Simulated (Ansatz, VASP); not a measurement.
# AgCl: VASP beside Ansatz

File INCAR:

```
PREC     = Accurate       # precision mode
ENCUT    = 520            # plane-wave cutoff, eV
EDIFF    = 1E-8           # SCF threshold, eV
ISMEAR   = -1             # smearing method
SIGMA    = 0.02           # smearing width, eV
LREAL    = F              # projectors in reciprocal space
LASPH    = T              # aspherical terms in the spheres
NELM     = 60             # most SCF steps
ALGO     = Normal         # electronic algorithm
ISIF     = 2              # what is computed and relaxed
LWAVE    = F              # write WAVECAR
LCHARG   = F              # write CHGCAR
GGA      = PE             # functional
LEFG     = T            
NBANDS   = 16             # bands
```

File KPOINTS:

```
Automatic mesh
0
Gamma
  8 8 8
```

Contents of POSCAR:

```
AgCl
1.0
    0.0000000000      2.8275392985      2.8275392985
    2.8275392985      0.0000000000      2.8275392985
    2.8275392985      2.8275392985      0.0000000000
Ag Cl
1 1
Direct
    0.5000000000      0.5000000000      0.5000000000
    0.0000000000      0.0000000000      0.0000000000
```

Input for Ansatz:

```yaml
crystal:
  lattice:
    - [0.0, 2.8275392985, 2.8275392985]
    - [2.8275392985, 0.0, 2.8275392985]
    - [2.8275392985, 2.8275392985, 0.0]
  atoms:
    - { symbol: Ag, position: [0.5, 0.5, 0.5] }
    - { symbol: Cl, position: [0.0, 0.0, 0.0] }
kpoints:
  mp_grid: { grid: [8, 8, 8] }
scf:
  occupations: { method: fermi_dirac, width: 0.02 }
hamiltonian:
  xc: pbe
  pseudopotentials: { kind: all_electron, datasets: crystal }
output:
  forces: true
  stress: true
  eigenvalues: true
  efg: { contact_densities: true }
```

Change from the starting cell: volume scaled by 1.06, crystal datasets.

Alike in both runs: task electric field gradients; functional PBE; k mesh 8 × 8 × 8; occupations fermi-dirac, width 0.02 eV; no spin polarisation.

```csv
,VASP,Ansatz
version,VASP 6.6.1,Ansatz 0.2.0
potentials or method,"VASP PAW PBE potentials, release 64 (Ag, Cl), cutoff 520 eV","all-electron PAW with datasets made for the crystal, scalar-relativistic"
```

VASP gave:

```
gap on the k mesh at the Fermi level (eV) : 0.93
pressure (GPa)                            : -1.0
```

Estimate Ansatz's values.

gap on the k mesh at the Fermi level (eV): 0.93; pressure (GPa): -0.9.

Ansatz ran all-electron here, and VASP with PAW potentials.
